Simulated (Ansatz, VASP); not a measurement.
**B: VASP beside Ansatz**

```
B
1.0
     2.09584    0.00000    0.00000
    -1.04792    1.81505    0.00000
     0.00000    0.00000    6.22179
B
4
Direct
  0.00000 0.00000 0.00000
  0.00000 0.00000 0.50000
  0.33333 0.66667 0.75000
  0.66667 0.33333 0.25000
```

Alike in both runs: task relaxation of cell and atoms; functional PBEsol; k mesh 24 × 24 × 8; occupations gaussian, width 0.1 eV; no spin polarisation.

|  | VASP | Ansatz |
| --- | --- | --- |
| version | VASP 6.6.1 | Ansatz 0.2.0 |
| potentials or method | VASP PAW PBE potentials, release 64 (B), cutoff 600 eV | scalar-relativistic, plane waves, PAW |
| valence electrons in the cell | 12 | 12 |

|  | VASP | Ansatz | Ansatz less VASP |
| --- | --- | --- | --- |
| gap on the k mesh at the Fermi level, each at its own relaxed structure (eV) | none | none | - |
| relaxed volume (Å³/atom) | 6.27 | 6.35 | +0.086 |
| relaxed cell length with the largest relative difference (Å) | 3.515 | 5.460 | +1.9452 |

VASP's potentials were made for PBE, not for PBEsol. A gap of «none» marks a metal or a gap that the smearing closes. One of these differences is far larger than is usual between the two programs; its cause wasn't traced.
